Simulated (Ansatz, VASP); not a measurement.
Pd: VASP beside Ansatz

```
Pd
1.0
     2.81049    0.00000    0.00000
    -1.40525    2.43396    0.00000
     0.00000    0.00000    9.26183
Pd
4
Direct
  0.00000 0.00000 0.00000
  0.00000 0.00000 0.50000
  0.33333 0.66667 0.25000
  0.66667 0.33333 0.75000
```

Alike in both runs: functional RPBE; k mesh 13 × 13 × 4; occupations fermi-dirac, width 0.1 eV; no spin polarisation.

Ansatz relaxed the structure, and its values are those at the end. VASP's run is a single point on that final structure, the one shown.

|  | VASP | Ansatz |
| --- | --- | --- |
| version | VASP 6.6.1 | Ansatz 0.2.0 |
| potentials or method | VASP PAW PBE potentials, release 64 (Pd), cutoff 520 eV | plane waves (420 eV) with PAW, scalar-relativistic |
| valence electrons in the cell | 40 | 72 |

VASP gave:

* pressure (GPa): -0.2

Problem. Which values does Ansatz return?

Solution. Pressure (GPa): 0.0.

VASP's potentials were made for PBE, not for RPBE. VASP's potentials hold 40 valence electrons a cell and Ansatz's 72, so a difference there can come from the potentials and not from the codes.
